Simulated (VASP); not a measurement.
# Si2Mo (I4/mmm) in VASP: further runs

Runs on Si2Mo. Level: r2SCAN. Tasks: single point.

All numbers are computed with VASP 6.6.1; they aren't measurements. Logs are shortened: lines on timing, memory, paths and dates and some standing lists are left out, and cuts for length are marked.

**1. The cell of the first run**

It takes space group I4/mmm (No. 139, tetragonal). The conventional cell has a = 3.202 Å, b = 3.202 Å, c = 7.819 Å, α = 90.00°, β = 90.00°, γ = 90.00°. Within 3.4 Å of Si (site symmetry 4mm) lie 9 Si at 2.58 to 3.20 Å and 5 Mo at 2.60 to 2.62 Å. Mo (site symmetry 4/mmm) has 10 Si at 2.60 to 2.62 Å and 4 Mo at 3.20 Å within 3.4 Å.

**2. Single point, r2SCAN**

Contents of POSCAR:

```
Si2Mo
1.0
   -1.6008747822      1.6008747822      3.9093339338
    1.6008747822     -1.6008747822      3.9093339338
    1.6008747822      1.6008747822     -3.9093339338
Si Mo
2 1
Direct
    0.3352877687      0.3352877687      0.0000000000
    0.6647122313      0.6647122313      0.0000000000
    0.0000000000      0.0000000000      0.0000000000
```

Contents of INCAR.step1:

```
SYSTEM = Si2Mo
  ALGO = Normal
  EDIFF = 1E-4
  ENCUT = 520
  GGA = PE
  ISMEAR = 0
  LASPH = .TRUE.
  LCHARG = .FALSE.
  LREAL = .FALSE.
  LWAVE = .TRUE.
  NBANDS = 18
  NELM = 100
  PREC = Accurate
  SIGMA = 0.1
```

Contents of INCAR.step2:

```
SYSTEM = Si2Mo
  ALGO = Normal
  EDIFF = 1E-6
  ENCUT = 520
  ISIF = 2
  ISMEAR = 0
  ISTART = 1
  LASPH = .TRUE.
  LCHARG = .FALSE.
  LMIXTAU = .TRUE.
  LREAL = .FALSE.
  LWAVE = .FALSE.
  METAGGA = R2SCAN
  NBANDS = 18
  NELM = 100
  PREC = Accurate
  SIGMA = 0.1
```

Contents of KPOINTS:

```
k-points
0
G
  18 18 18
  0 0 0
```

Potentials or basis: VASP PAW PBE potentials, release 64 (Si, Mo_sv).

On the command line:

```sh
$ cat potpaw_PBE.64/Si/POTCAR potpaw_PBE.64/Mo_sv/POTCAR > POTCAR
$ cp INCAR.step1 INCAR
$ mpirun -np 1 vasp_std > vasp.out
$ cp INCAR.step2 INCAR
$ mpirun -np 1 vasp_std > vasp.out
```

OUTCAR:

```text
SYSTEM = Si2Mo
   EDIFF = 1E-6
   ENCUT = 520
   ISIF = 2
   ISMEAR = 0
   ISTART = 1
   LASPH = .TRUE.
   LREAL = .FALSE.
   METAGGA = R2SCAN
   NELM = 100
   PREC = Accurate

 ion  position               nearest neighbor table
   1  0.335  0.335  0.000-   2 2.58   3 2.60   3 2.60   3 2.60   3 2.60   3 2.62   2 2.63   2 2.63
                             2 2.63   2 2.63
   2  0.665  0.665  0.000-   1 2.58   3 2.60   3 2.60   3 2.60   3 2.60   3 2.62   1 2.63   1 2.63
                             1 2.63   1 2.63
   3  0.000  0.000  0.000-   2 2.60   1 2.60   2 2.60   1 2.60   2 2.60   1 2.60   1 2.60   2 2.60
                             1 2.62   2 2.62

  LATTYP: Found a body centered tetragonal cell.
 ALAT       =     3.2017495644
 C/A-ratio  =     2.4419985731

  Lattice vectors:

 A1 = (  -1.6008747822,   1.6008747822,   3.9093339338)
 A2 = (   1.6008747822,  -1.6008747822,   3.9093339338)
 A3 = (   1.6008747822,   1.6008747822,  -3.9093339338)

Analysis of symmetry for initial positions (statically):
=====================================================================
 Subroutine PRICEL returns:
 Original cell was already a primitive cell.

 Routine SETGRP: Setting up the symmetry group for a
 body centered tetragonal supercell.

 Subroutine GETGRP returns: Found 16 space group operations
 (whereof 16 operations were pure point group operations)
 out of a pool of 16 trial point group operations.

The static configuration has the point symmetry D_4h.

Analysis of symmetry for dynamics (positions and initial velocities):
=====================================================================
 Subroutine PRICEL returns:
 Original cell was already a primitive cell.

 Routine SETGRP: Setting up the symmetry group for a
 body centered tetragonal supercell.

 Subroutine GETGRP returns: Found 16 space group operations
 (whereof 16 operations were pure point group operations)
 out of a pool of 16 trial point group operations.

The dynamic configuration has the point symmetry D_4h.

 Subroutine INISYM returns: Found 16 space group operations
 (whereof 16 operations are pure point group operations),
 and found     1 'primitive' translations

----------------------------------------------------------------------------------------

                                     Primitive cell

  volume of cell :      40.0754

[... 82 lines left out ...]
   ISTART =      1    job   : 0-new  1-cont  2-samecut
   ICHARG =      0    charge: 1-file 2-atom 10-const
   ISPIN  =      1    spin polarized calculation?
   LNONCOLLINEAR =      F non collinear calculations
   LSORBIT =      F    spin-orbit coupling
   LASPH  =      T    aspherical Exc in radial PAW
   ENCUT  =  520.0 eV  38.22 Ry    6.18 a.u.   8.40  8.40  8.40*2*pi/ulx,y,z
   NELM   =    100;   NELMIN=  2; NELMDL=  0     # of ELM steps
   EDIFF  = 0.1E-05   stopping-criterion for ELM
   LREAL  =      F    real-space projection
   EDIFFG = 0.1E-04   stopping-criterion for IOM
   NSW    =      0    number of steps for IOM
   IBRION =     -1    ionic relax: 0-MD 1-quasi-New 2-CG
   NFREE  =      0    steps in history (QN), initial steepest desc. (CG)
   ISIF   =      2    stress and relaxation
   ISYM   =      2    0-nonsym 1-usesym 2-fastsym
   POTIM  = 0.5000    time-step for ionic-motion
   TEBEG  =    0.0;   TEEND  =   0.0 temperature during run
   PSTRESS=    0.0 pullay stress
   NELECT =      22.0000    total number of electrons
   NUPDOWN=      -1.0000    fix difference up-down
   EMIN   =  10.00;   EMAX   =-10.00  energy-range for DOS
   EFERMI =   0.00;   METHOD = LEGACY
   ISMEAR =     0;   SIGMA  =   0.10  broadening in eV -4-tet -1-fermi 0-gaus
   EFERMI_NEDOS =   21; number of points for ismear=-14 and -15
   IALGO  =     38    algorithm
   IMIX   =      4    mixing-type and parameters
     AMIX     =   0.40;   BMIX     =  1.00
     AMIX_MAG =   1.60;   BMIX_MAG =  1.00
  volume/ion in A,a.u.               =      13.36        90.15
  Fermi-wavevector in a.u.,A,eV,Ry     =   1.340468  2.533118 24.447702  1.796855
  Thomas-Fermi vector in A             =   2.468779
   LORBIT       =      0    0 simple, 1 ext, 2 COOP (PROOUT), +10 PAW based schemes
   METAGGA = R2SCAN    functional components
   LHFCALC =     F    Hartree Fock is set to
   AEXX    =    0.0000 exact exchange contribution
   IVDW    =     0    specifies the selected vdW correction
   LEPSILON=     F    determine dielectric tensor
   LRPA    =     F    only Hartree local field effects (RPA)
 non-spin polarized calculation
 Gauss-broadening in eV      SIGMA  =   0.10
  energy-cutoff  :      520.00
  volume of cell :       40.08
 maximum number of plane-waves:      1104
 NGX is ok and might be reduce to    36
   NGX = 17   NGY = 17   NGZ = 17

 number of electron      22.0000000 magnetization

 Free energy of the ion-electron system (eV)
  ---------------------------------------------------
  ext. energy  EPLUGINS =         0.00000000
  ---------------------------------------------------
  free energy    TOTEN  =       -45.01705189 eV

  energy without entropy =      -45.01600294  energy(sigma->0) =      -45.01652742

 E-fermi :  12.3038     XC(G=0): -13.4057

 val. band max:       12.3013465091   @ k =  -0.2222  -0.2222   0.1667
 cond. band min:      12.4002519489   @ k =  -0.3889   0.5000   0.3333
 fundamental gap:      0.0989054398
 Fermi energy:        12.3037597300

 k-point     1 :       0.0000    0.0000    0.0000
  band No.  band energies     occupation
      1     -50.3136      2.00000
      2     -23.7541      2.00000
      3     -23.6667      2.00000
      4     -23.6667      2.00000
      5      -1.8939      2.00000
      6       5.5217      2.00000
[... 481 lines left out ...]
      5      -0.9729      2.00000
      6       5.6152      2.00000
[... 10 lines left out ...]
     17      18.8995      0.00000
     18      21.2457      0.00000

 [... further k-points ...]
[... 5 lines left out ...]
  --------------------------------------------------------------------------------------
  -------------------------------------------------------------------------------------
  Total        0.1023648      0.1023648      0.0907605      0.0000000     -0.0000000      0.0000000
  in kB        4.0924540      4.0924540      3.6285235      0.0000000     -0.0000000      0.0000000
  external PRESSURE =       3.9378105 kB  Pullay stress =       0.0000000 kB

 VOLUME and BASIS-vectors are now :
 -----------------------------------------------------------------------------
  energy-cutoff  :      520.00
  volume of cell :       40.08
      direct lattice vectors                 reciprocal lattice vectors
    -1.600874782  1.600874782  3.909333934     0.000000000  0.312329237  0.127899025
     1.600874782 -1.600874782  3.909333934     0.312329237  0.000000000  0.127899025
     1.600874782  1.600874782 -3.909333934     0.312329237  0.312329237  0.000000000

 POSITION                                       TOTAL-FORCE (eV/Angst)
 -----------------------------------------------------------------------------------
      0.00000      0.00000      2.62150         0.000000      0.000000     -0.007969
      0.00000      0.00000      5.19716         0.000000      0.000000      0.007969
      0.00000      0.00000      0.00000        -0.000000     -0.000000     -0.000000
 -----------------------------------------------------------------------------------
    total drift:                               -0.000000      0.000000      0.000000

  FREE ENERGIE OF THE ION-ELECTRON SYSTEM (eV)
  ---------------------------------------------------
  free  energy   TOTEN  =       -45.0170518920 eV

  energy  without entropy=      -45.0160029403  energy(sigma->0) =      -45.01652742
```

Run time: 14 min. Hardware: 1 thread of Intel Xeon Platinum 8488C (Sapphire Rapids), shared host; peak memory 0.47 GiB.

Results:

- Free energy: -45.0171 eV
- Pressure: 0.4 GPa
- Largest force: 0.008 eV/Å
- Band gap on the k mesh: zero (band 11 reaches 12.76 eV, above the bottom of band 12 at 11.74 eV)

Forces on the atoms (eV/Å):
```
Si   0.000  0.000 -0.008
Si   0.000  0.000  0.008
Mo   0.000  0.000  0.000
```

Caveat: the PAW data sets were made with another functional, which shifts forces and pressure a little.

[end of part 1 of 2]
